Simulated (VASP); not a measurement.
AlNi:

```
CELL_PARAMETERS angstrom
2.88100 0.00000 0.00000
0.00000 2.88100 0.00000
0.00000 0.00000 2.88100
ATOMIC_POSITIONS crystal
Ni 0.50000 0.50000 0.50000
Al 0.00000 0.00000 0.00000
```

Base run:

```yaml
Program: VASP 6.6.1
Functional: PBE
Potentials_or_basis: VASP PAW PBE potentials, release 64 (Ni, Al)
Cutoff: 520 eV
k_mesh: 8 × 8 × 8
Occupations: fermi-dirac, width 0.05 eV
Spin: collinear spin, ferromagnetic start
Starting_moments: "[0.8, 0.0] μB"
Fixed_moment: 0.8 μB
```

Its results: pressure 4.4 GPa; site moments Ni +0.60; Al +0.05 μB.

Problem. The run is repeated on the same cell with these changes: functional from PBE to PBEsol. What comes out?

Solution. Pressure -0.7 GPa; site moments Ni +0.60; Al +0.05 μB.

PBEsol binds more tightly than PBE, so the same cell stands under less pressure.

Caveats: the total moment is fixed, so each spin has its own Fermi level; the cell stands under pressure (at least some runs); the PAW data sets were made with another functional, which shifts forces and pressure a little (at least some runs).
